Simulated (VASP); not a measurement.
# HfO2 (Fm-3m) in VASP: a series of runs, part 2 of 2

VASP 6.6.1.

### 6 Single point, RPBE

This run uses another cell than the first one, of 10.93 Å³/atom, 1.043 times its volume.

Input file INCAR:

```
SYSTEM = HfO2
ALGO = Normal
EDIFF = 1E-7
ENCUT = 520
GGA = RP
ISIF = 2
ISMEAR = -1
LASPH = .True.
LCHARG = .False.
LREAL = .False.
LWAVE = .False.
NBANDS = 18
NELM = 100
PREC = Accurate
SIGMA = 0.05
```

Input file KPOINTS:

```
k-points
0
Gamma
  9 9 9
  0 0 0
```

Input file POSCAR:

```
HfO2
1.0
    0.0000000000      2.5403350533      2.5403350533
    2.5403350533      0.0000000000      2.5403350533
    2.5403350533      2.5403350533      0.0000000000
Hf O
1 2
Direct
    0.0000000000      0.0000000000      0.0000000000
    0.7500000000      0.7500000000      0.7500000000
    0.2500000000      0.2500000000      0.2500000000
```

Potentials or basis: VASP PAW PBE potentials, release 64 (Hf_pv, O).

Run with:

```console
cat potpaw_PBE.64/Hf_pv/POTCAR potpaw_PBE.64/O/POTCAR > POTCAR
mpirun -np 1 vasp_std > vasp.out
```

OUTCAR:

```text
SYSTEM = HfO2
   EDIFF = 1E-7
   ENCUT = 520
   GGA = RP
   ISIF = 2
   ISMEAR = -1
   LASPH = .True.
   LREAL = .False.
   NELM = 100
   PREC = Accurate

 ion  position               nearest neighbor table
   1  0.000  0.000  0.000-   2 2.20   2 2.20   2 2.20   2 2.20   3 2.20   3 2.20   3 2.20   3 2.20

   2  0.750  0.750  0.750-   1 2.20   1 2.20   1 2.20   1 2.20
   3  0.250  0.250  0.250-   1 2.20   1 2.20   1 2.20   1 2.20

  LATTYP: Found a face centered cubic cell.
 ALAT       =     5.0806701066

  Lattice vectors:

 A1 = (   0.0000000000,   2.5403350533,   2.5403350533)
 A2 = (   2.5403350533,   0.0000000000,   2.5403350533)
 A3 = (   2.5403350533,   2.5403350533,   0.0000000000)

Analysis of symmetry for initial positions (statically):
=====================================================================
 Subroutine PRICEL returns:
 Original cell was already a primitive cell.

 Routine SETGRP: Setting up the symmetry group for a
 face centered cubic supercell.

 Subroutine GETGRP returns: Found 48 space group operations
[... 9 lines left out ...]

 Routine SETGRP: Setting up the symmetry group for a
 face centered cubic supercell.

 Subroutine GETGRP returns: Found 48 space group operations
[... 11 lines left out ...]
                                     Primitive cell

  volume of cell :      32.7871

  direct lattice vectors                    reciprocal lattice vectors
     0.000000000  2.540335053  2.540335053    -0.196824430  0.196824430  0.196824430
     2.540335053  0.000000000  2.540335053     0.196824430 -0.196824430  0.196824430
     2.540335053  2.540335053  0.000000000     0.196824430  0.196824430 -0.196824430

  length of vectors
     3.592576285  3.592576285  3.592576285     0.340909914  0.340909914  0.340909914

  position of ions in fractional coordinates (direct lattice)
     0.000000000  0.000000000  0.000000000
     0.750000000  0.750000000  0.750000000
     0.250000000  0.250000000  0.250000000

  ion indices of the primitive-cell ions
   primitive index   ion index
[... 85 lines left out ...]
   PSTRESS=    0.0 pullay stress
   NELECT =      22.0000    total number of electrons
   NUPDOWN=      -1.0000    fix difference up-down
   EMIN   =  10.00;   EMAX   =-10.00  energy-range for DOS
   EFERMI =   0.00;   METHOD = LEGACY
   ISMEAR =    -1;   SIGMA  =   0.05  broadening in eV -4-tet -1-fermi 0-gaus
   EFERMI_NEDOS =   21; number of points for ismear=-14 and -15
   IALGO  =     38    algorithm
   IMIX   =      4    mixing-type and parameters
     AMIX     =   0.40;   BMIX     =  1.00
     AMIX_MAG =   1.60;   BMIX_MAG =  1.00
  volume/ion in A,a.u.               =      10.93        73.75
  Fermi-wavevector in a.u.,A,eV,Ry     =   1.433226  2.708405 27.948233  2.054137
  Thomas-Fermi vector in A             =   2.552767
   LORBIT       =      0    0 simple, 1 ext, 2 COOP (PROOUT), +10 PAW based schemes
   GGA     = RP    functional components
   LHFCALC =     F    Hartree Fock is set to
   AEXX    =    0.0000 exact exchange contribution
   IVDW    =     0    specifies the selected vdW correction
   LEPSILON=     F    determine dielectric tensor
   LRPA    =     F    only Hartree local field effects (RPA)
 non-spin polarized calculation
  energy-cutoff  :      520.00
  volume of cell :       32.79
 maximum number of plane-waves:       899
   NGX = 13   NGY = 13   NGZ = 13

 number of electron      21.9999991 magnetization

 Free energy of the ion-electron system (eV)
  ---------------------------------------------------
  ext. energy  EPLUGINS =         0.00000000
  ---------------------------------------------------
  free energy    TOTEN  =       -28.89947134 eV

  energy without entropy =      -28.89947134  energy(sigma->0) =      -28.89947134

 E-fermi :   5.4394     XC(G=0): -11.6047

 val. band max:        4.3182896925   @ k =  -0.4444   0.4444   0.0000
 cond. band min:       8.3100727016   @ k =   0.0000   0.0000   0.0000
 fundamental gap:      3.9917830091
 Fermi energy:         5.4394339009

 k-point     1 :       0.0000    0.0000    0.0000
  band No.  band energies     occupation
      1     -25.4061      2.00000
      2     -25.4061      2.00000
      3     -25.4061      2.00000
      4     -14.3970      2.00000
      5     -11.4368      2.00000
      6      -0.9192      2.00000
[... 481 lines left out ...]
      5     -12.3760      2.00000
      6      -1.8707      2.00000
[... 10 lines left out ...]
     17      16.5087      0.00000
     18      17.8747      0.00000

 [... further k-points ...]
[... 5 lines left out ...]
  --------------------------------------------------------------------------------------
  -------------------------------------------------------------------------------------
  Total        0.7784879      0.7784879      0.7784879     -0.0000000     -0.0000000      0.0000000
  in kB       38.0416582     38.0416582     38.0416582     -0.0000000     -0.0000000      0.0000000
  external PRESSURE =      38.0416582 kB  Pullay stress =       0.0000000 kB

 VOLUME and BASIS-vectors are now :
 -----------------------------------------------------------------------------
  energy-cutoff  :      520.00
  volume of cell :       32.79
      direct lattice vectors                 reciprocal lattice vectors
     0.000000000  2.540335053  2.540335053    -0.196824430  0.196824430  0.196824430
     2.540335053  0.000000000  2.540335053     0.196824430 -0.196824430  0.196824430
     2.540335053  2.540335053  0.000000000     0.196824430  0.196824430 -0.196824430

 POSITION                                       TOTAL-FORCE (eV/Angst)
 -----------------------------------------------------------------------------------
      0.00000      0.00000      0.00000        -0.000000     -0.000000     -0.000000
      3.81050      3.81050      3.81050         0.000000      0.000000     -0.000000
      1.27017      1.27017      1.27017         0.000000     -0.000000      0.000000
 -----------------------------------------------------------------------------------
    total drift:                                0.000000      0.000000      0.000000

  FREE ENERGIE OF THE ION-ELECTRON SYSTEM (eV)
  ---------------------------------------------------
  free  energy   TOTEN  =       -28.8994713364 eV

  energy  without entropy=      -28.8994713364  energy(sigma->0) =      -28.89947134
```

stdout:

```text
POSCAR found type information on POSCAR HfO
 POSCAR found :  2 types and       3 ions
 scaLAPACK will be used
 -----------------------------------------------------------------------------
|                                                                             |
|                                                                             |
|     You enforced a specific xc type in the INCAR file but a different       |
|     I HOPE YOU KNOW WHAT YOU ARE DOING!                                     |
|                                                                             |
 -----------------------------------------------------------------------------

 LDA part: xc-table for (Slater+PW92), standard interpolation
 POSCAR, INCAR and KPOINTS ok, starting setup
 FFT: planning ... GRIDC
 FFT: planning ... GRID_SOFT
 FFT: planning ... GRID
 WAVECAR not read
 entering main loop
```

It took 17 s on 1 thread of Intel Xeon 6975P-C, shared host; peak memory 0.17 GiB.

Results:

| Quantity | Value |
| --- | --- |
| Free energy | -28.8995 eV |
| Pressure | 3.8 GPa |
| Band gap on the k mesh | 3.99 eV, indirect (least direct gap 4.11 eV) |

Levels at points of the mesh, in eV from the valence-band top:
```csv
k point,band 8,band 9,band 10,band 11,band 12,band 13,band 14,band 15
"(0.00, 0.00, 0.00)",-5.24,-0.55,-0.55,-0.55,3.99,3.99,6.00,10.41
```

Caveat: the PAW data sets were made with another functional, which shifts forces and pressure a little; spin-orbit coupling is left out, which moves the levels of the heavy elements. A k mesh can miss the band edges.

### 7 The runs side by side

```tsv
level	cell	gap on the mesh (eV)	pressure (GPa)
RPBE	a = 3.543 Å, angles 60.0°, 3 atoms	4.09	15.3
RPBE	a = 3.568 Å, angles 60.0°, 3 atoms	4.04	9.3
BLYP+D4	a = 3.543 Å, angles 60.0°, 3 atoms	4.05	11.1
BLYP+D4	a = 3.568 Å, angles 60.0°, 3 atoms	4.00	5.2
RPBE	a = 3.593 Å, angles 60.0°, 3 atoms	3.99	3.8
```

Alike in all rows: task single point; potentials or basis VASP PAW PBE potentials, release 64 (Hf_pv, O); no spin polarisation; k mesh 9 × 9 × 9; cutoff (eV) 520; smearing fermi-dirac 0.05 eV.

Caveats: the PAW data sets were made with another functional, which shifts forces and pressure a little; spin-orbit coupling is left out, which moves the levels of the heavy elements.

Total energies depend on the potentials used, so only differences within one code and one set of settings carry meaning.
